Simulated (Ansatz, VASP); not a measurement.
**GeF5: VASP beside Ansatz**

```xyz
6
Lattice="6.3820 0.0000 0.0000 -3.1910 5.5270 0.0000 0.0000 0.0000 2.9915" Properties=species:S:1:pos:R:3 pbc="T T T"
Ge    0.0000    0.0000    1.4957
F     3.1910    0.0000    0.0000
F    -1.5955    2.7635    0.0000
F     1.5955    2.7635    0.0000
F     0.0000    3.6846    0.0000
F     3.1910    1.8423    0.0000
```

Alike in both runs: functional PBE; k mesh 6 × 6 × 12; occupations gaussian, width 0.1 eV; no spin polarisation.

Ansatz relaxed the structure, and its values are those at the end. VASP's run is a single point on that final structure, the one shown.

|  | VASP | Ansatz |
| --- | --- | --- |
| version | VASP 6.6.1 | Ansatz 0.2.0 |
| potentials or method | VASP PAW PBE potentials, release 64 (Ge_d, F), cutoff 520 eV | scalar-relativistic, plane waves, PAW |
| valence electrons in the cell | 49 | 49 |

Ansatz gave:

- gap on the k mesh at the Fermi level (eV): none
- pressure (GPa): 0.0

Question: What did VASP give for the same quantities?

Answer: gap on the k mesh at the Fermi level (eV): none; pressure (GPa): -0.3.

A gap of «none» marks a metal or a gap that the smearing closes.
